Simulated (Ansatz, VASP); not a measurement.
# C in VASP and in Ansatz

```
C
1.0
     1.75378    1.75378    0.00000
    -1.75378    1.75378    0.00000
     0.00000    1.75378    1.75378
C
2
Direct
  0.50000 0.50000 0.00000
  0.75000 0.25000 0.50000
```

Alike in both runs: task single point; functional LDA; k mesh 12 × 12 × 12; no spin polarisation.

```csv
,VASP,Ansatz
version,VASP 6.6.1,Ansatz 0.2.0
potentials or method,"VASP PAW LDA potentials, release 64 (C), cutoff 520 eV","all-electron LAPW, scalar-relativistic"
occupations,"gaussian, width 0.01 eV",fixed
```

```csv
,VASP,Ansatz,Ansatz less VASP
gap on the k mesh at the Fermi level (eV),4.25,4.26,+0.006
pressure (GPa),11.7,10.1,-1.58
```

LDA's correlation is that of Perdew and Zunger in VASP and of Perdew and Wang (1992) in Ansatz. Ansatz ran all-electron here, and VASP with PAW potentials.
